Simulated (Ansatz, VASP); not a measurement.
**CaMg2: VASP beside Ansatz**

```
Ca Mg
1.0
     3.46829    0.00000    0.00000
    -1.73415    3.00363    0.00000
     0.00000    0.00000   16.79852
Ca Mg
2 4
Direct
  0.33333 0.66667 0.75000
  0.66667 0.33333 0.25000
  0.66667 0.33333 0.57906
  0.33333 0.66667 0.07906
  0.33333 0.66667 0.42094
  0.66667 0.33333 0.92094
```

Alike in both runs: task single point; functional LDA; k mesh 5 × 5 × 1; occupations fermi-dirac, width 0.1 eV; no spin polarisation.

|  | VASP | Ansatz |
| --- | --- | --- |
| version | VASP 6.6.1 | Ansatz 0.2.0 |
| potentials or method | VASP PAW LDA potentials, release 64 (Ca_sv, Mg) | plane waves, PAW |
| plane-wave cutoff (eV) | 600 | 420 |
| valence electrons in the cell | 28 | 60 |

VASP gave:

```
pressure (GPa)                                                : -1.7
traceless stress, the component that is largest in VASP (GPa) : -0.95
```

What did Ansatz give for the same quantities?

Pressure (GPa): -1.6; traceless stress, the component that is largest in VASP (GPa): -0.90.

LDA's correlation is that of Perdew and Zunger in VASP and of Perdew and Wang (1992) in Ansatz. VASP's potentials hold 28 valence electrons a cell and Ansatz's 60, so a difference there can come from the potentials and not from the codes.

The k mesh is coarse, so the values compare programs but aren't converged.
